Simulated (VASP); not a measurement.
Crystal: Pd2Au.

```
CELL_PARAMETERS angstrom
-4.01660 -4.01660 0.00000
0.00000 4.01660 4.01660
-4.01660 4.01660 -4.01660
ATOMIC_POSITIONS crystal
Pd 0.00825 0.00525 0.99806
Pd 0.83637 0.16624 0.66961
Pd 0.33765 0.17188 0.66345
Pd 0.66819 0.33513 0.33113
Pd 0.16363 0.32642 0.33694
Pd 0.33311 0.67178 0.67296
Pd 0.67334 0.84236 0.33477
Pd 0.16258 0.83191 0.32790
Au 0.50011 0.00654 0.99993
Au 0.50051 0.50592 0.99795
Au 0.99744 0.49704 0.99571
Au 0.82252 0.66597 0.66654
```

* Program: VASP 6.6.1
* Task: relaxation of cell and atoms
* Functional: r2SCAN
* Potentials or basis: VASP PAW PBE potentials, release 64 (Pd, Au)
* Cutoff: 600 eV
* k mesh: 3 × 3 × 2, shifted
* Occupations: gaussian, width 0.1 eV
* Spin: no spin polarisation

At the start: pressure -4.5 GPa; volume 16.20 Å³/atom.

Task: Where does the relaxation end?

Result: Over 11 steps the energy falls by 18.4 meV/atom and the volume is 15.72 Å³/atom (-3.0 %); space group Cm (No. 8, to 0.1 Å) before and after.

The path:
```tsv
step	energy change (eV)	largest force (eV/Å)	pressure (GPa)	volume (Å³)
1	0.0000	0.7911	-4.52	194.40
2	-0.0304	0.5239	7.47	181.82
3	-0.1409	0.6728	1.34	187.50
4	-0.2058	0.2718	0.49	188.18
5	-0.2092	0.2430	0.30	188.38
6	-0.2161	0.1091	-0.50	189.20
7	-0.2163	0.0764	-0.70	189.41
8	-0.2200	0.1019	0.00	188.66
9	-0.2200	0.1059	0.06	188.59
10	-0.2209	0.0605	0.06	188.58
11	-0.2213	0.0306	0.06	188.58
```

Final structure:
```yaml
crystal:
  lattice:
    - [-3.95874, -3.95872, -0.00082]
    - [-0.00250, 3.96204, 3.97556]
    - [-3.99497, 3.99410, -4.00519]
  atoms:
    - { symbol: Pd, position: [0.00125, 0.00335, 0.00094] }
    - { symbol: Pd, position: [0.83458, 0.16855, 0.66410] }
    - { symbol: Pd, position: [0.33179, 0.16828, 0.66434] }
    - { symbol: Pd, position: [0.66573, 0.33262, 0.33650] }
    - { symbol: Pd, position: [0.16611, 0.33300, 0.33559] }
    - { symbol: Pd, position: [0.33309, 0.66882, 0.66108] }
    - { symbol: Pd, position: [0.66782, 0.83733, 0.33404] }
    - { symbol: Pd, position: [0.16801, 0.83696, 0.33405] }
    - { symbol: Au, position: [0.50083, 0.00291, 0.99881] }
    - { symbol: Au, position: [0.49941, 0.50244, 0.00182] }
    - { symbol: Au, position: [0.00130, 0.50176, 0.00160] }
    - { symbol: Au, position: [0.83376, 0.67044, 0.66209] }
```

Caveat: the k points lie up to 0.45 Å⁻¹ apart in the final cell; the PAW data sets were made with another functional, which shifts forces and pressure a little.
